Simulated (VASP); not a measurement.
MgB2 (lda), 3 atoms in the cell. Symmetry: P6/mmm, No. 191, hexagonal system. The conventional cell has a = 2.980 Å, b = 2.980 Å, c = 3.373 Å, α = 90.00°, β = 90.00°, γ = 120.00°. Mg (site symmetry 6/mmm) has 12 B at 2.41 Å and 6 Mg at 2.98 Å within 3.2 Å. B (site symmetry -6m2) has 3 B at 1.72 Å within 2.3 Å.  This cell differs from its parent crystal: volume scaled by 0.94.

```yaml
Program: VASP 6.6.1
Task: relaxation of shape and atoms at fixed volume
Functional: LDA
Potentials_or_basis: VASP PAW LDA potentials, release 64 (Mg, B)
Cutoff: 600 eV
k_mesh: 15 × 15 × 12
Occupations: gaussian, width 0.1 eV
Spin: no spin polarisation
Dipole_correction: no
Further_INCAR_settings: ALGO = Normal; EDIFF = 1e-07; IBRION = 2; EDIFFG = -0.01; NSW = 50; ISIF = 4
```

Potentials or basis: VASP PAW LDA potentials, release 64 (Mg, B).

Run with:

```sh
$ cat potpaw_LDA.64/Mg/POTCAR potpaw_LDA.64/B/POTCAR > POTCAR
$ mpirun -np 1 vasp_std > vasp.out
```

Hardware: 1 thread of Intel Xeon 6455B, on a shared host.

Problem. Estimate the wall time of this run.

Solution. Run time: 48 s on 1 thread of Intel Xeon 6455B (shared host), peak memory 0.18 GiB. Counts: scf iterations 24, k points 189, ion steps 3.
